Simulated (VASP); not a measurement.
Set up this calculation in VASP 6.6.1, as the native input.

```
Task                      : relaxation of the atoms
Functional                : PBE
Dispersion                : D3(BJ)
Potentials or basis       : VASP PAW PBE potentials, release 64 (C)
Cutoff                    : 520 eV
k mesh                    : 15 × 15 × 1
Occupations               : gaussian, width 0.1 eV
Spin                      : no spin polarisation
Dipole correction         : yes
Atoms held fixed (from 0) : [1, 0, 2, 3]
Further INCAR settings    : ALGO = Normal; EDIFF = 1e-06; IBRION = 2; EDIFFG = -0.003; NSW = 40
```

The structure of C lies in POSCAR:

```
C
1.0
    2.4656677093      0.0000000000      0.0000000000
   -1.2328338546      2.1353308736      0.0000000000
    0.0000000000      0.0000000000     17.5000661151
C
4
Selective dynamics
Direct
    0.6666666667      0.3333333333      0.2571429674  F F T
    0.3333333333      0.6666666667      0.2571428302  F F F
    0.6666666667      0.5000000000      0.4611971174  F F T
    0.3333333333      0.8333333333      0.4611971843  F F T
```

These files were run (other wordings do the same):

INCAR

```
SYSTEM = C
  PREC = Accurate
  ENCUT = 520
  EDIFF = 1E-6
  ISMEAR = 0
  SIGMA = 0.1
  LREAL = .FALSE.
  LASPH = .TRUE.
  NELM = 80
  ALGO = Normal
  ISIF = 2
  LWAVE = .FALSE.
  LCHARG = .FALSE.
  LDIPOL = .TRUE.
  IDIPOL = 3
  DIPOL = 0.5 0.5 0.359
  GGA = PE
  IVDW = 12
  IBRION = 2
  NSW = 40
  EDIFFG = -0.003
```

KPOINTS

```
Automatic mesh
0
G
  15 15 1
  0 0 0
```

Potentials or basis: VASP PAW PBE potentials, release 64 (C).

Command:

```sh
$ cat potpaw_PBE.64/C/POTCAR > POTCAR
$ mpirun -np 1 vasp_std > vasp.out
```

Results of the run:

- Energy gained by relaxing: 0.0 meV/atom
- Ionic steps: 21
- Band gap on the k mesh: 0.43 eV, direct
- Dispersion energy per atom: -0.116 eV

Wall time 9.6 min on 1 thread of Intel(R) Xeon(R) Platinum 8375C CPU @ 2.90GHz (Ice Lake), on a shared host, peak memory 0.24 GiB.
